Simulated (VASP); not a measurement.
MgO, 8 atoms in the cell. It takes space group Cm (No. 8, monoclinic). Conventional cell: a = 10.445 Å, b = 3.521 Å, c = 6.099 Å, α = 90.00°, β = 125.73°, γ = 90.00°. Mg (site symmetry m) has 5 O at 2.02 to 2.21 Å within 2.7 Å. Mg (site symmetry m) has 5 O at 1.98 to 2.26 Å within 2.6 Å. Within 2.7 Å of Mg (site symmetry m) lie 5 O at 2.00 to 2.24 Å. Mg (site symmetry m) has 5 O at 2.00 to 2.24 Å within 2.6 Å. O (site symmetry m) has 5 Mg at 1.98 to 2.21 Å within 2.6 Å. O (site symmetry m) has 5 Mg at 2.02 to 2.26 Å within 2.7 Å. Within 2.7 Å of O (site symmetry m) lie 5 Mg at 2.00 to 2.24 Å. Within 2.6 Å of O (site symmetry m) lie 5 Mg at 2.00 to 2.24 Å.  This cell differs from its parent crystal: atoms displaced along several vibrational modes.

| Item | Value |
| --- | --- |
| Program | VASP 6.6.1 |
| Task | single point |
| Functional | PBE |
| Potentials or basis | VASP PAW PBE potentials, release 64 (Mg, O) |
| Cutoff | 520 eV |
| k mesh | 8 × 8 × 8 |
| Occupations | gaussian, width 0.05 eV |
| Spin | no spin polarisation |
| Dipole correction | no |
| Further INCAR settings | ALGO = Normal; EDIFF = 1e-06; NBANDS = 26 |

Potentials or basis: VASP PAW PBE potentials, release 64 (Mg, O).

Launch:

```bash
$ cat potpaw_PBE.64/Mg/POTCAR potpaw_PBE.64/O/POTCAR > POTCAR
$ mpirun -np 1 vasp_std > vasp.out
```

Hardware: 1 thread of Intel(R) Xeon(R) 6975P-C (Granite Rapids), with other jobs on the host.

Task: How long does it take, and how much memory?

Result: It took 2.9 min on 1 thread of Intel(R) Xeon(R) 6975P-C (Granite Rapids) (shared host), peak memory 0.4 GiB. Counts: scf iterations 13, k points 150.
